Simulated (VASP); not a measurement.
Wanted: the native input for a VASP 6.6.1 run.

```
Task                   : single point
Functional             : PBEsol
Potentials or basis    : VASP PAW PBE potentials, release 64 (Si)
Cutoff                 : 520 eV
k mesh                 : 10 × 10 × 10
Occupations            : gaussian, width 0.15 eV
Spin                   : no spin polarisation
Dipole correction      : no
Further INCAR settings : ALGO = Normal; EDIFF = 1e-07; NBANDS = 26
```

The structure of Si lies in POSCAR:

```
Si
1.0
   -3.2621171459      3.2621171459      3.5925696128
    3.2621171459     -3.2621171459      3.5925696128
    3.2621171459      3.2621171459     -3.5925696128
Si
8
Direct
    0.2047947401      0.2047947401      0.2047947401
    0.5000000000      0.0000000000      0.2952052599
    0.2952052599      0.5000000000      0.0000000000
    0.0000000000      0.2952052599      0.5000000000
    0.7952052599      0.7952052599      0.7952052599
    0.5000000000      0.0000000000      0.7047947401
    0.7047947401      0.5000000000      0.0000000000
    0.0000000000      0.7047947401      0.5000000000
```

These files were run (other wordings do the same):

INCAR

```
SYSTEM = Si
PREC = Accurate
ENCUT = 520
EDIFF = 1E-7
ISMEAR = 0
SIGMA = 0.15
LREAL = .False.
LASPH = .True.
NELM = 60
ALGO = Normal
ISIF = 2
LWAVE = .False.
LCHARG = .False.
GGA = PS
NBANDS = 26
```

KPOINTS

```
regular mesh
0
Gamma
  10 10 10
  0 0 0
```

Potentials or basis: VASP PAW PBE potentials, release 64 (Si).

Launch:

```bash
$ cat potpaw_PBE.64/Si/POTCAR > POTCAR
$ mpirun -np 1 vasp_std > vasp.out
```

Results of the run:

| Item | Value |
| --- | --- |
| Pressure | -5.1 GPa |
| Largest force | 0.506 eV/Å |
| Band gap on the k mesh | zero (bands 16 and 17 overlap by 0.31 eV) |

Caveat: the stress differs along the axes, from -14 to -1 GPa; semilocal functionals underestimate gaps, and a narrow one can read as zero; the PAW data sets were made with another functional, which shifts forces and pressure a little.

Run time: 9.2 min on 1 thread of Intel(R) Xeon(R) Platinum 8488C (Sapphire Rapids), on a shared host, peak memory 0.62 GiB.
